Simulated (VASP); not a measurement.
# ZrB (Cmmm) in VASP: notebook, part 2 of 2

VASP 6.6.1.

## 3. Relaxation of cell and atoms, PBEsol

INCAR

```
ALGO = Normal
EDIFF = 1E-6
EDIFFG = -0.01
ENCUT = 600
GGA = PS
IBRION = 2
ISIF = 3
ISMEAR = -1
LASPH = T
LCHARG = F
LREAL = F
LWAVE = F
NELM = 100
NSW = 60
PREC = Accurate
SIGMA = 0.05
```

KPOINTS

```
k-points
0
Gamma
  10 10 7
```

POSCAR

```
ZrB
1.0
    1.9614334600     -1.9857162700      0.0000000000
    1.9614334600      1.9857162700      0.0000000000
    0.0000000000      0.0000000000      4.0139456300
Zr B
1 1
Direct
    0.0000000000      0.0000000000      0.5000000000
    0.5000000000      0.5000000000      0.5000000000
```

Potentials or basis: VASP PAW PBE potentials, release 64 (Zr_sv, B).

Started as:

```bash
cat potpaw_PBE.64/Zr_sv/POTCAR potpaw_PBE.64/B/POTCAR > POTCAR
mpirun -np 1 vasp_std > vasp.out
```

Wall time 3.5 min (1 thread of Intel Xeon 6975P-C (Granite Rapids), shared host); peak memory 0.21 GiB.

The run converged. Its results:

```yaml
Free_energy: -14.6513 eV
Relaxed_volume: 16.59 Å³/atom
Relaxed_cell: a = 3.378 Å, b = 3.378 Å, c = 2.907 Å, α = 90.00°, β = 90.00°, γ = 90.01°
Space_group_after_relaxing_to_0.05_Å: P4/mmm (No. 123)
Energy_gained_by_relaxing: 1891.6 meV/atom
Ionic_steps: 24
Pressure_after_relaxing: 0.0 GPa
```

The path:
| step | energy change (eV) | largest force (eV/Å) | pressure (GPa) | volume (Å³) |
| --- | --- | --- | --- | --- |
| 1 | 0.0000 | 0.0000 | 72.56 | 31.27 |
| 2 | 0.2735 | 0.0000 | -19.32 | 71.41 |
| 3 | -3.1455 | 0.0000 | -6.31 | 45.89 |
| 4 | -3.1846 | 0.0000 | -3.41 | 44.58 |
| 5 | -3.1916 | 0.0000 | -1.39 | 43.76 |
| 6 | -3.1909 | 0.0000 | -2.08 | 44.03 |
| 7 | -3.2247 | 0.0000 | -1.93 | 42.97 |
| 8 | -3.3677 | 0.0000 | -1.34 | 39.75 |
| 9 | -3.7389 | 0.0000 | 2.46 | 33.24 |
| 10 | 5.4351 | 0.0000 | 213.36 | 19.90 |
| 11 | -3.7434 | 0.0000 | 2.77 | 33.03 |
| 12 | -3.7482 | 0.0000 | 3.65 | 32.48 |
| 13 | -3.7594 | 0.0000 | 3.16 | 32.24 |
| 14 | -3.7599 | 0.0000 | 3.03 | 32.17 |
| 15 | -3.7693 | 0.0000 | 2.15 | 32.43 |
| 16 | -3.7827 | 0.0000 | -0.27 | 33.22 |
| 17 | -3.7828 | 0.0000 | -0.52 | 33.30 |
| 18 | -3.7831 | 0.0000 | -0.27 | 33.24 |
| 19 | -3.7832 | 0.0000 | -0.02 | 33.18 |
| 20 | -3.7832 | 0.0000 | -0.01 | 33.19 |
| 21 | -3.7832 | 0.0000 | -0.13 | 33.21 |
| 22 | -3.7832 | 0.0000 | -0.04 | 33.19 |
| 23 | -3.7832 | 0.0000 | -0.04 | 33.18 |
| 24 | -3.7832 | 0.0000 | -0.04 | 33.17 |

Final structure:
```yaml
crystal:
  lattice:
    - [2.38852, -2.38892, 0.00000]
    - [2.38852, 2.38892, 0.00000]
    - [0.00000, 0.00000, 2.90671]
  atoms:
    - { symbol: Zr, position: [0.00000, 0.00000, 0.50000] }
    - { symbol: B, position: [0.50000, 0.50000, 0.50000] }
```

Levels at points of the mesh, in eV from the Fermi level:
```tsv
k point	band 6	band 7	band 8	band 9	band 10	band 11
(0.00, 0.00, 0.00)	-1.33	-0.74	2.18	2.18	3.40	4.82
(0.50, 0.00, 0.00)	-3.94	-1.53	-0.91	2.44	5.05	5.42
(0.50, 0.50, 0.00)	-0.60	-0.57	-0.57	4.07	4.07	5.56
```

Caveat: the PAW data sets were made with another functional, which shifts forces and pressure a little.

## 4. Relaxation of cell and atoms, revPBE

INCAR

```
SYSTEM = ZrB
PREC     = Accurate       ! precision mode
ENCUT    = 600            ! plane-wave cutoff, eV
EDIFF    = 1E-7           ! SCF threshold, eV
ISMEAR   = -1             ! smearing method
SIGMA    = 0.05           ! smearing width, eV
LREAL    = .False.        ! projectors in reciprocal space
LASPH    = .True.         ! aspherical terms in the spheres
NELM     = 60             ! most SCF steps
ALGO     = Normal         ! electronic algorithm
ISIF     = 3              ! what is computed and relaxed
LWAVE    = .False.        ! write WAVECAR
LCHARG   = .False.        ! write CHGCAR
GGA      = RE             ! functional
IBRION   = 2              ! ionic algorithm
NSW      = 60             ! ionic steps
EDIFFG   = -0.01          ! ionic threshold
```

KPOINTS

```
regular mesh
0
Gamma
  10 10 7
  0 0 0
```

POSCAR is that of step 3.

Started as:

```bash
cat potpaw_PBE.64/Zr_sv/POTCAR potpaw_PBE.64/B/POTCAR > POTCAR
mpirun -np 1 vasp_std > vasp.out
```

Run time: 4.6 min. Hardware: 1 thread of Intel Xeon 6975P-C (Granite Rapids), shared host; peak memory 0.21 GiB.

It converged, with:

```
Free energy                            : -13.2758 eV
Relaxed volume                         : 17.50 Å³/atom
Relaxed cell                           : a = 3.420 Å, b = 3.420 Å, c = 2.992 Å, α = 90.00°, β = 90.00°, γ = 90.03°
Space group after relaxing (to 0.05 Å) : P4/mmm (No. 123)
Energy gained by relaxing              : 2025.6 meV/atom
Ionic steps                            : 26
Pressure after relaxing                : 0.0 GPa
```

Stress tensor (GPa, compression positive):
```
 0.03  0.00  0.00
 0.00 -0.07  0.00
 0.00  0.00 -0.05
```

Step by step:
```csv
step,energy change (eV),largest force (eV/Å),pressure (GPa),volume (Å³)
1,0.0000,0.0000,78.35,31.27
2,-0.1303,0.0000,-16.96,75.62
3,-3.5857,0.0000,-5.73,47.37
4,-3.6264,0.0000,-3.00,45.98
5,-3.6345,0.0000,-0.93,45.05
6,-3.6337,0.0000,-1.62,45.35
7,-3.6513,0.0000,-1.52,44.56
8,-3.7208,0.0000,-1.01,42.18
9,-3.9284,0.0000,0.65,37.36
10,-3.0203,0.0000,23.83,27.51
11,-3.9823,0.0000,1.79,35.83
12,-3.9965,0.0000,3.79,34.08
13,-3.9991,0.0000,2.94,34.73
14,-4.0058,0.0000,2.84,34.56
15,-4.0138,0.0000,2.72,34.11
16,-4.0208,0.0000,2.31,34.23
17,-4.0372,0.0000,1.14,34.60
18,-4.0498,0.0000,-0.93,35.33
19,-4.0498,0.0000,-0.86,35.30
20,-4.0504,0.0000,-0.58,35.22
21,-4.0510,0.0000,-0.06,35.05
22,-4.0510,0.0000,-0.01,35.04
23,-4.0511,0.0000,-0.03,35.03
24,-4.0511,0.0000,-0.07,35.01
25,-4.0511,0.0000,-0.06,35.01
26,-4.0511,0.0000,-0.03,34.99
```

Final structure:
```xyz
2
Lattice="2.4176 -2.4187 0.0000 2.4176 2.4187 0.0000 0.0000 0.0000 2.9922" Properties=species:S:1:pos:R:3 pbc="T T T"
Zr    0.0000    0.0000    1.4961
B     2.4176    0.0000    1.4961
```

Levels at points of the mesh, in eV from the Fermi level:
| k point | band 4 | band 5 | band 6 | band 7 | band 8 | band 9 | band 10 | band 11 |
| --- | --- | --- | --- | --- | --- | --- | --- | --- |
| (0.00, 0.00, 0.00) | -25.85 | -7.90 | -1.25 | -0.57 | 2.14 | 2.14 | 3.29 | 4.87 |
| (0.50, 0.00, 0.00) | -25.83 | -5.37 | -3.77 | -1.42 | -0.82 | 2.19 | 4.88 | 5.06 |
| (0.50, 0.50, 0.00) | -25.81 | -6.46 | -0.59 | -0.58 | -0.52 | 3.77 | 3.77 | 5.24 |

Caveat: the PAW data sets were made with another functional, which shifts forces and pressure a little.

## 5. Relaxation of cell and atoms, BLYP

INCAR

```
SYSTEM = ZrB
AGGAC = 1.0
AGGAX = 1.0
ALDAC = 0.0
ALDAX = 1.0
ALGO = Normal
EDIFF = 1E-6
EDIFFG = -0.01
ENCUT = 600
GGA = B5
IBRION = 2
ISIF = 3
ISMEAR = -1
LASPH = .True.
LCHARG = .False.
LREAL = .False.
LWAVE = .False.
NELM = 60
NSW = 60
PREC = Accurate
SIGMA = 0.05
```

KPOINTS

```
k-points
0
Gamma
  10 10 7
  0 0 0
```

POSCAR is that of step 4.

Started as:

```bash
cat potpaw_PBE.64/Zr_sv/POTCAR potpaw_PBE.64/B/POTCAR > POTCAR
mpirun -np 1 vasp_std > vasp.out
```

It took 6 min on 1 thread of Intel Xeon 6975P-C (Granite Rapids), shared host; peak memory 0.21 GiB.

The run converged. Its results:

| Quantity | Value |
| --- | --- |
| Free energy | -12.2613 eV |
| Relaxed volume | 18.22 Å³/atom |
| Relaxed cell | a = 3.446 Å, b = 3.446 Å, c = 3.069 Å, α = 90.00°, β = 90.00°, γ = 90.03° |
| Space group after relaxing (to 0.05 Å) | P4/mmm (No. 123) |
| Energy gained by relaxing | 2102.0 meV/atom |
| Ionic steps | 28 |
| Pressure after relaxing | 0.0 GPa |

Step by step:
```
step  energy change (eV)  largest force (eV/Å)  pressure (GPa)  volume (Å³)
   1              0.0000                0.0000           81.66        31.27
   2             -0.4314                0.0000          -15.53        78.13
   3             -3.8203                0.0000           -5.53        48.28
   4             -3.8637                0.0000           -2.92        46.83
   5             -3.8738                0.0000           -0.62        45.73
   6             -3.8731                0.0000           -1.31        46.04
   7             -3.8826                0.0000           -0.12        44.95
   8             -3.8873                0.0000            1.42        43.69
   9             -3.8906                0.0000            1.49        43.50
  10             -3.9010                0.0000            1.66        42.93
  11             -3.9256                0.0000            2.15        41.79
  12             -3.9933                0.0000            3.32        39.50
  13             -4.1192                0.0000            7.36        34.90
  14             -4.1290                0.0000            7.24        34.69
  15             -4.1390                0.0000            7.09        34.08
  16             -4.1494                0.0000            6.39        34.28
  17             -4.1747                0.0000            4.36        34.91
  18             -4.2005                0.0000            0.73        36.17
  19             -4.2023                0.0000           -0.34        36.59
  20             -4.2023                0.0000           -0.47        36.64
  21             -4.2028                0.0000           -0.39        36.61
  22             -4.2037                0.0000           -0.16        36.53
  23             -4.2029                0.0000            0.37        36.36
  24             -4.2038                0.0000           -0.01        36.48
  25             -4.2038                0.0000           -0.01        36.48
  26             -4.2039                0.0000           -0.03        36.48
  27             -4.2039                0.0000           -0.11        36.47
  28             -4.2039                0.0000           -0.03        36.43
```

Final structure:
```cif
data_structure
_symmetry_space_group_name_H-M 'P 1'
_symmetry_Int_Tables_number 1
_cell_length_a 3.4457
_cell_length_b 3.4457
_cell_length_c 3.0687
_cell_angle_alpha 90.000
_cell_angle_beta 90.000
_cell_angle_gamma 90.029
_cell_volume 36.43
loop_
_atom_site_label
_atom_site_type_symbol
_atom_site_fract_x
_atom_site_fract_y
_atom_site_fract_z
_atom_site_occupancy
Zr1 Zr 0.00000 0.00000 0.50000 1
B1 B 0.50000 0.50000 0.50000 1
```

Levels at points of the mesh, in eV from the Fermi level:
```
           k point  band 5  band 6  band 7  band 8  band 9  band 10  band 11
(0.00, 0.00, 0.00)   -7.61   -1.23   -0.38    2.11    2.11     3.22     4.15
(0.50, 0.00, 0.00)   -5.18   -3.53   -1.36   -0.80    1.91     4.68     4.71
(0.50, 0.50, 0.00)   -6.26   -0.51   -0.43   -0.43    3.45     3.45     4.88
```

Caveat: the volume moved by over 15 % at a fixed basis, so the end points are rough; the PAW data sets were made with another functional, which shifts forces and pressure a little.

## 6. The runs side by side

| level | potentials or basis | gap on the mesh (eV) | pressure (GPa) | relaxed volume (Å³/atom) |
| --- | --- | --- | --- | --- |
| LDA | VASP PAW LDA potentials, release 64 (Zr_sv, B) | none | 0.0 | 16.19 |
| PBEsol | VASP PAW PBE potentials, release 64 (Zr_sv, B) | none | 0.0 | 16.59 |
| revPBE | VASP PAW PBE potentials, release 64 (Zr_sv, B) | none | 0.0 | 17.50 |
| BLYP | VASP PAW PBE potentials, release 64 (Zr_sv, B) | none | 0.0 | 18.22 |

Alike in all rows: task relaxation of cell and atoms; no spin polarisation; cell relaxed; k mesh 10 × 10 × 7; cutoff (eV) 600; smearing fermi-dirac 0.05 eV.

Caveats: the PAW data sets were made with another functional, which shifts forces and pressure a little (some runs); the volume moved by over 15 % at a fixed basis, so the end points are rough (some runs).

Absolute energies hang on the potentials; compare differences alone.
